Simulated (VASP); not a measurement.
Write the native input for VASP 6.6.1 that does the following.

| Item | Value |
| --- | --- |
| Task | single point |
| Functional | PBE |
| Potentials or basis | VASP PAW PBE potentials, release 64 (Sc_sv, Al) |
| Cutoff | 520 eV |
| k mesh | 6 × 6 × 6 |
| Occupations | gaussian, width 0.1 eV |
| Spin | no spin polarisation |
| Dipole correction | no |
| Further INCAR settings | ALGO = Normal; EDIFF = 1e-06; NBANDS = 32 |

The structure of Sc4Al lies in POSCAR:

```
Sc4Al
1.0
    2.4724867790      1.4274909074      5.2630382209
   -2.4724867790      1.4274909074      5.2630382209
    0.0000000000     -2.8549818149      5.2630382209
Sc Al
4 1
Direct
    0.6835879333      0.6835879333      0.6835879333
    0.1047789798      0.1047789798      0.1047789798
    0.8952210202      0.8952210202      0.8952210202
    0.3164120667      0.3164120667      0.3164120667
    0.5000000000      0.5000000000      0.5000000000
```

The input as run:

INCAR

```
ALGO = Normal
EDIFF = 1E-6
ENCUT = 520
GGA = PE
ISIF = 2
ISMEAR = 0
LASPH = T
LCHARG = T
LELF = T
LREAL = F
LVHAR = T
LWAVE = F
NBANDS = 32
NELM = 60
PREC = Accurate
SIGMA = 0.1
```

KPOINTS

```
k-points
0
Gamma
  6 6 6
```

Potentials or basis: VASP PAW PBE potentials, release 64 (Sc_sv, Al).

Run with:

```sh
$ cat potpaw_PBE.64/Sc_sv/POTCAR potpaw_PBE.64/Al/POTCAR > POTCAR
$ mpirun -np 1 vasp_std > vasp.out
```

Results of the run:

- Pressure: 0.3 GPa
- Largest force: 0.017 eV/Å

Wall time 2.5 min on 1 thread of Intel(R) Xeon(R) Platinum 8375C CPU @ 2.90GHz (Ice Lake) (shared host), peak memory 0.36 GiB.
